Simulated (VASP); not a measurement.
A run of VASP 6.6.1 is set up as follows.

The input INCAR:

```
SYSTEM = SrO
ALGO = Normal
EDIFF = 1E-6
ENCUT = 520
GGA = PS
ISIF = 2
ISMEAR = 0
LASPH = .True.
LCHARG = .False.
LREAL = .False.
LWAVE = .False.
NBANDS = 15
NELM = 80
PREC = Accurate
SIGMA = 0.05
```

Contents of KPOINTS:

```
k-points
0
Gamma
  8 8 8
  0 0 0
```

The input POSCAR:

```
SrO
1.0
    0.0000000000      2.5698000000      2.5698000000
    2.5698000000      0.0000000000      2.5698000000
    2.5698000000      2.5698000000      0.0000000000
Sr O
1 1
Direct
    0.0972838353      0.0972838353     -0.0972838353
    0.5000000000      0.5000000000      0.5000000000
```

Potentials or basis: VASP PAW PBE potentials, release 64 (Sr_sv, O).

Command:

```bash
$ cat potpaw_PBE.64/Sr_sv/POTCAR potpaw_PBE.64/O/POTCAR > POTCAR
$ mpirun -np 1 vasp_std > vasp.out
```

(1) Estimate the pressure.

(2) Estimate the band gap on the k mesh.

(3) Predict the largest force.

Answers

(1) 9.3 GPa.

(2) 3.16 eV, indirect (least direct gap 3.18 eV).

(3) 3.335 eV/Å.

Caveat: the cell differs from its parent crystal (all Sr atoms moved -0.500 Å, as atom 1 towards its neighbour atom 2 (O) at 2.570 Å); the PAW data sets were made with another functional, which shifts forces and pressure a little.
